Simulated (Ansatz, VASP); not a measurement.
**Two plane-wave programs on TePt**

```xyz
4
Lattice="4.2231 0.0000 0.0000 -2.1116 3.6574 0.0000 0.0000 0.0000 5.6525" Properties=species:S:1:pos:R:3 pbc="T T T"
Te    0.0000    2.4382    1.4131
Te    2.1116    1.2191    4.2394
Pt    0.0000    0.0000    0.0000
Pt    0.0000    0.0000    2.8262
```

Change from the starting cell: strain along c alone, the other axes held, atoms relaxed: +2.0 %.

Alike in both runs: task single point; functional PBEsol; k mesh 12 × 12 × 10; occupations gaussian, width 0.1 eV; no spin polarisation.

|  | VASP | Ansatz |
| --- | --- | --- |
| version | VASP 6.6.1 | Ansatz 0.2.0 |
| potentials or method | VASP PAW PBE potentials, release 64 (Te, Pt), cutoff 520 eV | scalar-relativistic, plane waves, PAW |
| valence electrons in the cell | 32 | 68 |

VASP gave:

| Property | Result |
| --- | --- |
| gap on the k mesh at the Fermi level (eV) | none |
| pressure (GPa) | -2.8 |
| traceless stress, the component that is largest in VASP (GPa) | -1.52 |

Q: What did Ansatz give for the same quantities?

A: gap on the k mesh at the Fermi level (eV): none; pressure (GPa): -2.7; traceless stress, the component that is largest in VASP (GPa): -1.52.

VASP's potentials were made for PBE, not for PBEsol. A gap of «none» marks a metal or a gap that the smearing closes. VASP's potentials hold 32 valence electrons a cell and Ansatz's 68, so a difference there can come from the potentials and not from the codes.

Spin-orbit coupling is off throughout.
